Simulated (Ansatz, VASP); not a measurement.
## Two plane-wave programs on Sb

```
Sb
1.0
     2.18659   -6.23980    0.00000
     2.18659    6.23980    0.00000
     0.00000    0.00000    4.76712
Sb
4
Direct
  0.11404 0.88596 0.95573
  0.61404 0.38596 0.54427
  0.88596 0.11404 0.04427
  0.38596 0.61404 0.45573
```

Alike in both runs: functional PBE; k mesh 6 × 6 × 4; occupations gaussian, width 0.1 eV; no spin polarisation.

Ansatz relaxed the structure, and its values are those at the end. VASP's run is a single point on that final structure, the one shown.

|  | VASP | Ansatz |
| --- | --- | --- |
| version | VASP 6.6.1 | Ansatz 0.2.0 |
| potentials or method | VASP PAW PBE potentials, release 64 (Sb), cutoff 520 eV | scalar-relativistic, plane waves, PAW |
| valence electrons in the cell | 20 | 60 |

|  | VASP | Ansatz | Ansatz less VASP |
| --- | --- | --- | --- |
| gap on the k mesh at the Fermi level (eV) | 0.10 | 0.10 | 0.000 |
| least direct gap on the mesh (eV) | 0.39 | 0.38 | -0.013 |
| pressure (GPa) | 0.2 | 0.1 | -0.08 |
| rms of the force components (eV/Å) | 0.031 | 0.010 | -0.0205 |

The functional is the same, so the differences come from potentials, cutoffs and numerics. VASP's potentials hold 20 valence electrons a cell and Ansatz's 60, so a difference there can come from the potentials and not from the codes.

Neither program's run includes spin-orbit coupling.
